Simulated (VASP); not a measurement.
## MgO: single point with PBE

The system is MgO.

```
Mg O
1.0
     3.50200    0.00000    0.00000
    -1.75100    3.03282    0.00000
     0.00000    0.00000    4.14917
Mg O
2 2
Direct
  0.66667 0.33333 0.75000
  0.33333 0.66667 0.25000
  0.66667 0.33333 0.25000
  0.33333 0.66667 0.75000
```

This cell differs from its parent crystal: volume 11.017 Å^3 an atom, c/a of the conventional cell 1.1848.

```yaml
Program: VASP 6.6.1
Task: single point
Functional: PBE
Potentials_or_basis: VASP PAW PBE potentials, release 64 (Mg, O)
Cutoff: 520 eV
k_mesh: 9 × 9 × 6
Occupations: gaussian, width 0.05 eV
Spin: no spin polarisation
Dipole_correction: no
Further_INCAR_settings: ALGO = Normal; EDIFF = 1e-06; NBANDS = 16
```

```yaml
Pressure: 3.8 GPa
Band_gap_on_the_k_mesh: 3.44 eV, direct
```

Stress tensor (GPa, compression positive):
```
2.79 0.00 0.00
0.00 2.79 0.00
0.00 0.00 5.90
```

Levels at points of the mesh, in eV from the valence-band top:
```csv
k point,band 5,band 6,band 7,band 8,band 9,band 10,band 11,band 12
"(0.00, 0.00, 0.00)",-1.73,-0.77,-0.77,0.00,3.44,9.53,12.37,12.47
"(0.00, 0.00, 0.50)",-1.27,-1.27,-1.27,-1.27,6.48,6.48,12.83,12.83
```

Wall time 26 s on 1 thread of Intel(R) Xeon(R) 6975P-C (Granite Rapids), with other jobs on the host, peak memory 0.18 GiB.
